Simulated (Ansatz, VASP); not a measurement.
**Two plane-wave programs on Cr**

```
Cr
1.0
     4.09540    0.00000    0.00000
    -2.04770    3.54672    0.00000
     0.00000    0.00000    2.19990
Cr
3
Direct
  0.00000 0.00000 0.00000
  0.33333 0.66667 0.50000
  0.66667 0.33333 0.50000
```

Alike in both runs: task single point; functional LDA; k mesh 10 × 10 × 16; occupations fermi-dirac, width 0.1 eV; no spin polarisation.

|  | VASP | Ansatz |
| --- | --- | --- |
| version | VASP 6.6.1 | Ansatz 0.2.0 |
| potentials or method | VASP PAW LDA potentials, release 64 (Cr_pv), cutoff 520 eV | plane waves (420 eV) with PAW, scalar-relativistic |
| valence electrons in the cell | 36 | 42 |

|  | VASP | Ansatz | Ansatz less VASP |
| --- | --- | --- | --- |
| pressure (GPa) | 12.6 | 12.3 | -0.35 |
| traceless stress, the component that is largest in VASP (GPa) | 1.58 | 1.34 | -0.243 |

Ansatz warns that its potentials were made for another functional, while VASP's fit it. LDA's correlation is that of Perdew and Zunger in VASP and of Perdew and Wang (1992) in Ansatz. VASP's potentials hold 36 valence electrons a cell and Ansatz's 42, so a difference there can come from the potentials and not from the codes.
